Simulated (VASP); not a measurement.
Set up this calculation in VASP 6.6.1, as the native input.

```yaml
Task: single point
Functional: r2SCAN
Potentials_or_basis: VASP PAW PBE potentials, release 64 (Ta_pv, N)
Cutoff: 520 eV
k_mesh: 10 × 10 × 6
Occupations: fermi-dirac, width 0.05 eV
Spin: no spin polarisation
Dipole_correction: no
Further_INCAR_settings: ALGO = Normal; EDIFF = 1e-06; NBANDS = 20
```

Crystal: Ta2N.

```
Ta N
1.0
     3.17391    0.00000    0.00000
    -1.58696    2.74869    0.00000
     0.00000    0.00000    4.96535
Ta N
2 1
Direct
  0.33333 0.66667 0.25471
  0.66667 0.33333 0.74529
  0.00000 0.00000 0.00000
```

The input as run:

POSCAR

```
Ta2N
1.0
    3.1739135059      0.0000000000      0.0000000000
   -1.5869567530      2.7486897255      0.0000000000
    0.0000000000      0.0000000000      4.9653523268
Ta N
2 1
Direct
    0.3333333333      0.6666666667      0.2547110000
    0.6666666667      0.3333333333      0.7452890000
    0.0000000000      0.0000000000      0.0000000000
```

INCAR.step1

```
PREC = Accurate ; ENCUT = 520
ISMEAR = -1 ; SIGMA = 0.05
LREAL = F ; LASPH = T
NELM = 60 ; NBANDS = 20
GGA = PE ; ALGO = Normal
EDIFF = 1E-4 ; LWAVE = T
LCHARG = F
```

INCAR.step2

```
PREC = Accurate ; ENCUT = 520
EDIFF = 1E-6 ; ISMEAR = -1
SIGMA = 0.05 ; LREAL = F
LASPH = T ; NELM = 60
ALGO = Normal ; ISIF = 2
LWAVE = F ; LCHARG = F
METAGGA = R2SCAN ; LMIXTAU = T
NBANDS = 20 ; ISTART = 1
```

KPOINTS

```
regular mesh
0
Gamma
  10 10 6
```

Potentials or basis: VASP PAW PBE potentials, release 64 (Ta_pv, N).

Launch:

```console
$ cat potpaw_PBE.64/Ta_pv/POTCAR potpaw_PBE.64/N/POTCAR > POTCAR
$ cp INCAR.step1 INCAR
$ mpirun -np 1 vasp_std > vasp.out
$ cp INCAR.step2 INCAR
$ mpirun -np 1 vasp_std > vasp.out
```

It gave:

The pressure is -18.6 GPa and the largest force is 0.127 eV/Å.

Caveat: the PAW data sets were made with another functional, which shifts forces and pressure a little.

Wall time 76 s on 1 thread of Intel(R) Xeon(R) 6975P-C (Granite Rapids), with other jobs on the host, peak memory 0.2 GiB.
